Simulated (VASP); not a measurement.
# KF (F-43m) in VASP: further runs

Runs on KF. Level: PBE. Tasks: single point.

Everything below comes from runs of VASP 6.6.1. Logs are shortened: lines on timing, memory, paths and dates and some standing lists are left out, and cuts for length are marked.

## 1. The cell of the first run

Symmetry: F-43m, No. 216, cubic system. Conventional cell: a = 5.828 Å, b = 5.828 Å, c = 5.828 Å, α = 90.00°, β = 90.00°, γ = 90.00°. K (site symmetry -43m) has 4 F at 2.52 Å within 3.3 Å. F (site symmetry -43m) has 4 K at 2.52 Å within 3.3 Å.

## 2. Single point, PBE (24.75 Å³/atom)

Input file INCAR:

```
SYSTEM = KF
PREC = Accurate
ENCUT = 520
EDIFF = 1E-6
ISMEAR = 0
SIGMA = 0.01
LREAL = .FALSE.
LASPH = .TRUE.
NELM = 100
ALGO = Normal
ISIF = 2
LWAVE = .FALSE.
LCHARG = .FALSE.
GGA = PE
NBANDS = 15
```

Input file KPOINTS:

```
Automatic mesh
0
G
  6 6 6
  0 0 0
```

Input file POSCAR:

```
KF
1.0
    0.0000000000      2.9140966530      2.9140966530
    2.9140966530      0.0000000000      2.9140966530
    2.9140966530      2.9140966530      0.0000000000
K F
1 1
Direct
    0.0000000000      0.0000000000      0.0000000000
    0.2500000000      0.2500000000      0.2500000000
```

Potentials or basis: VASP PAW PBE potentials, release 64 (K_sv, F).

The run is started by

```sh
$ cat potpaw_PBE.64/K_sv/POTCAR potpaw_PBE.64/F/POTCAR > POTCAR
$ mpirun -np 1 vasp_std > vasp.out
```

OUTCAR:

```text
SYSTEM = KF
   PREC = Accurate
   ENCUT = 520
   EDIFF = 1E-6
   ISMEAR = 0
   LREAL = .FALSE.
   LASPH = .TRUE.
   NELM = 100
   ISIF = 2
   GGA = PE

 ion  position               nearest neighbor table
   1  0.000  0.000  0.000-   2 2.52   2 2.52   2 2.52   2 2.52
   2  0.250  0.250  0.250-   1 2.52   1 2.52   1 2.52   1 2.52

  LATTYP: Found a face centered cubic cell.
 ALAT       =     5.8281933060

  Lattice vectors:

 A1 = (   0.0000000000,   2.9140966530,   2.9140966530)
 A2 = (   2.9140966530,   0.0000000000,   2.9140966530)
 A3 = (   2.9140966530,   2.9140966530,   0.0000000000)

Analysis of symmetry for initial positions (statically):
=====================================================================
 Subroutine PRICEL returns:
 Original cell was already a primitive cell.

 Routine SETGRP: Setting up the symmetry group for a
 face centered cubic supercell.

 Subroutine GETGRP returns: Found 24 space group operations
 (whereof 24 operations were pure point group operations)
 out of a pool of 48 trial point group operations.

The static configuration has the point symmetry T_d .

Analysis of symmetry for dynamics (positions and initial velocities):
=====================================================================
 Subroutine PRICEL returns:
 Original cell was already a primitive cell.

 Routine SETGRP: Setting up the symmetry group for a
 face centered cubic supercell.

 Subroutine GETGRP returns: Found 24 space group operations
 (whereof 24 operations were pure point group operations)
 out of a pool of 48 trial point group operations.

The dynamic configuration has the point symmetry T_d .

 Subroutine INISYM returns: Found 24 space group operations
 (whereof 24 operations are pure point group operations),
 and found     1 'primitive' translations

----------------------------------------------------------------------------------------

                                     Primitive cell

  volume of cell :      49.4928

  direct lattice vectors                    reciprocal lattice vectors
     0.000000000  2.914096653  2.914096653    -0.171579759  0.171579759  0.171579759
     2.914096653  0.000000000  2.914096653     0.171579759 -0.171579759  0.171579759
     2.914096653  2.914096653  0.000000000     0.171579759  0.171579759 -0.171579759

  length of vectors
     4.121155009  4.121155009  4.121155009     0.297184859  0.297184859  0.297184859

  position of ions in fractional coordinates (direct lattice)
[... 79 lines left out ...]
   TEBEG  =    0.0;   TEEND  =   0.0 temperature during run
   PSTRESS=    0.0 pullay stress
   NELECT =      16.0000    total number of electrons
   NUPDOWN=      -1.0000    fix difference up-down
   EMIN   =  10.00;   EMAX   =-10.00  energy-range for DOS
   EFERMI =   0.00;   METHOD = LEGACY
   ISMEAR =     0;   SIGMA  =   0.01  broadening in eV -4-tet -1-fermi 0-gaus
   EFERMI_NEDOS =   21; number of points for ismear=-14 and -15
   IALGO  =     38    algorithm
   IMIX   =      4    mixing-type and parameters
     AMIX     =   0.40;   BMIX     =  1.00
     AMIX_MAG =   1.60;   BMIX_MAG =  1.00
  volume/ion in A,a.u.               =      24.75       167.00
  Fermi-wavevector in a.u.,A,eV,Ry     =   1.123572  2.123243 17.176183  1.262414
  Thomas-Fermi vector in A             =   2.260239
   LORBIT       =      0    0 simple, 1 ext, 2 COOP (PROOUT), +10 PAW based schemes
   GGA     = PE    functional components
   LHFCALC =     F    Hartree Fock is set to
   AEXX    =    0.0000 exact exchange contribution
   IVDW    =     0    specifies the selected vdW correction
   LEPSILON=     F    determine dielectric tensor
   LRPA    =     F    only Hartree local field effects (RPA)
 non-spin polarized calculation
 Gauss-broadening in eV      SIGMA  =   0.01
  energy-cutoff  :      520.00
  volume of cell :       49.49
 maximum number of plane-waves:      1363
 NGX is ok and might be reduce to    32
   NGX = 15   NGY = 15   NGZ = 15

 number of electron      15.9999994 magnetization

 Free energy of the ion-electron system (eV)
  ---------------------------------------------------
  ext. energy  EPLUGINS =         0.00000000
  ---------------------------------------------------
  free energy    TOTEN  =        -8.11186193 eV

  energy without entropy =       -8.11186193  energy(sigma->0) =       -8.11186193

 E-fermi :  -3.4930     XC(G=0):  -7.0999

 val. band max:       -3.6082701498   @ k =  -0.3333   0.5000   0.1667
 cond. band min:       1.6102621621   @ k =   0.0000   0.0000   0.0000
 fundamental gap:      5.2185323119
 Fermi energy:        -3.4929684440

 k-point     1 :       0.0000    0.0000    0.0000
  band No.  band energies     occupation
      1     -29.7341      2.00000
      2     -22.1507      2.00000
      3     -13.1324      2.00000
      4     -13.1324      2.00000
      5     -13.1324      2.00000
      6      -3.8349      2.00000
      7      -3.8349      2.00000
      8      -3.8349      2.00000
      9       1.6103      0.00000
     10       8.2348      0.00000
     11       8.2348      0.00000
     12       8.3981      0.00000
     13       8.3981      0.00000
     14       8.3981      0.00000
[... 257 lines left out ...]
      2     -22.2688      2.00000
      3     -13.3263      2.00000
      4     -13.2710      2.00000
      5     -13.0949      2.00000
      6      -3.9644      2.00000
      7      -3.7133      2.00000
      8      -3.6083      2.00000
      9       4.7282      0.00000
     10       5.0249      0.00000
     11       8.2428      0.00000
     12       8.6468      0.00000
     13       9.7547      0.00000
     14       9.9903      0.00000
     15      10.4293      0.00000

------------------------ aborting loop because EDIFF is reached ----------------------------------------

  FORCE on cell =-STRESS in cart. coord.  units (eV):
  Direction    XX          YY          ZZ          XY          YZ          ZX
  --------------------------------------------------------------------------------------
  -------------------------------------------------------------------------------------
  Total        0.4694117      0.4694117      0.4694117      0.0000000      0.0000000     -0.0000000
  in kB       15.1957685     15.1957685     15.1957685      0.0000000      0.0000000     -0.0000000
  external PRESSURE =      15.1957685 kB  Pullay stress =       0.0000000 kB

 VOLUME and BASIS-vectors are now :
 -----------------------------------------------------------------------------
  energy-cutoff  :      520.00
  volume of cell :       49.49
      direct lattice vectors                 reciprocal lattice vectors
     0.000000000  2.914096653  2.914096653    -0.171579759  0.171579759  0.171579759
     2.914096653  0.000000000  2.914096653     0.171579759 -0.171579759  0.171579759
     2.914096653  2.914096653  0.000000000     0.171579759  0.171579759 -0.171579759

 POSITION                                       TOTAL-FORCE (eV/Angst)
 -----------------------------------------------------------------------------------
      0.00000      0.00000      0.00000         0.000000      0.000000     -0.000000
      1.45705      1.45705      1.45705        -0.000000     -0.000000      0.000000
 -----------------------------------------------------------------------------------
    total drift:                               -0.000000     -0.000000     -0.000000

  FREE ENERGIE OF THE ION-ELECTRON SYSTEM (eV)
  ---------------------------------------------------
  free  energy   TOTEN  =        -8.1118619316 eV

  energy  without entropy=       -8.1118619316  energy(sigma->0) =       -8.11186193
```

Run time: 17 s. Hardware: 1 thread of Intel Xeon 8259CL, shared host; peak memory 0.17 GiB.

What came out:

```
Free energy            : -8.1119 eV
Pressure               : 1.5 GPa
Band gap on the k mesh : 5.22 eV (least direct gap 5.45 eV)
```

Levels at points of the mesh, in eV from the valence-band top:
```tsv
k point	band 5	band 6	band 7	band 8	band 9	band 10	band 11	band 12
(0.00, 0.00, 0.00)	-9.52	-0.23	-0.23	-0.23	5.22	11.84	11.84	12.01
(0.50, 0.00, 0.00)	-9.58	-0.28	-0.13	-0.13	8.08	9.33	10.98	10.98
(0.50, 0.50, 0.00)	-9.55	-0.47	0.00	0.00	8.32	8.44	12.48	13.02
```

A k mesh can miss the band edges.

## 3. Single point, PBE (25.54 Å³/atom)

This run uses another cell than the first one, of 25.54 Å³/atom.

Input file INCAR:

```
SYSTEM = KF
PREC = Accurate
ENCUT = 520
EDIFF = 1E-7
ISMEAR = 0
SIGMA = 0.01
LREAL = .False.
LASPH = .True.
NELM = 100
ALGO = Normal
ISIF = 2
LWAVE = .False.
LCHARG = .False.
GGA = PE
NBANDS = 15
```

Input file KPOINTS:

```
regular mesh
0
Gamma
  6 6 6
  0 0 0
```

Input file POSCAR:

```
KF
1.0
    0.0000000000      2.9447736089      2.9447736089
    2.9447736089      0.0000000000      2.9447736089
    2.9447736089      2.9447736089      0.0000000000
K F
1 1
Direct
    0.0000000000      0.0000000000      0.0000000000
    0.2500000000      0.2500000000      0.2500000000
```

Potentials or basis: VASP PAW PBE potentials, release 64 (K_sv, F).

The run is started by

```sh
$ cat potpaw_PBE.64/K_sv/POTCAR potpaw_PBE.64/F/POTCAR > POTCAR
$ mpirun -np 1 vasp_std > vasp.out
```

Wall time 20 s (1 thread of Intel Xeon 8259CL, shared host); peak memory 0.17 GiB.

Results (log left out):

```
Free energy            : -8.1243 eV
Pressure               : 0.7 GPa
Band gap on the k mesh : 5.13 eV (least direct gap 5.33 eV)
```

Levels at points of the mesh, in eV from the valence-band top:
```csv
k point,band 5,band 6,band 7,band 8,band 9,band 10,band 11,band 12
"(0.00, 0.00, 0.00)",-9.62,-0.20,-0.20,-0.20,5.13,11.72,11.72,11.85
"(0.50, 0.00, 0.00)",-9.67,-0.27,-0.11,-0.11,7.97,9.16,10.86,10.86
"(0.50, 0.50, 0.00)",-9.65,-0.44,0.00,0.00,8.23,8.36,12.24,12.87
```

A k mesh can miss the band edges.

## 4. Single point, PBE

This run uses another cell than the first one, of 26.33 Å³/atom.

Input file INCAR:

```
ALGO     = Normal         # electronic algorithm
EDIFF    = 1E-6           # SCF threshold, eV
ENCUT    = 520            # plane-wave cutoff, eV
GGA      = PE             # functional
ISIF     = 2              # what is computed and relaxed
ISMEAR   = 0              # smearing method
LASPH    = T              # aspherical terms in the spheres
LCHARG   = F              # write CHGCAR
LREAL    = F              # projectors in reciprocal space
LWAVE    = F              # write WAVECAR
NBANDS   = 15             # bands
NELM     = 100            # most SCF steps
PREC     = Accurate       # precision mode
SIGMA    = 0.01           # smearing width, eV
```

Input file KPOINTS:

```
k-points
0
Gamma
  6 6 6
```

Input file POSCAR:

```
KF
1.0
    0.0000000000      2.9748243948      2.9748243948
    2.9748243948      0.0000000000      2.9748243948
    2.9748243948      2.9748243948      0.0000000000
K F
1 1
Direct
    0.0000000000      0.0000000000      0.0000000000
    0.2500000000      0.2500000000      0.2500000000
```

The run is started by

```sh
$ cat potpaw_PBE.64/K_sv/POTCAR potpaw_PBE.64/F/POTCAR > POTCAR
$ mpirun -np 1 vasp_std > vasp.out
```

Wall time 25 s (1 thread of Intel Xeon 8259CL, shared host); peak memory 0.17 GiB.

Results (log left out):

* Free energy: -8.1293 eV
* Pressure: 0.0 GPa
* Band gap on the k mesh: 5.05 eV (least direct gap 5.23 eV)

Levels at points of the mesh, in eV from the valence-band top:
| k point | band 5 | band 6 | band 7 | band 8 | band 9 | band 10 | band 11 | band 12 |
| --- | --- | --- | --- | --- | --- | --- | --- | --- |
| (0.00, 0.00, 0.00) | -9.72 | -0.18 | -0.18 | -0.18 | 5.05 | 11.60 | 11.60 | 11.70 |
| (0.50, 0.00, 0.00) | -9.77 | -0.26 | -0.10 | -0.10 | 7.87 | 9.00 | 10.75 | 10.75 |
| (0.50, 0.50, 0.00) | -9.75 | -0.41 | 0.00 | 0.00 | 8.15 | 8.28 | 12.01 | 12.71 |

(Part 1 of 2 ends here.)
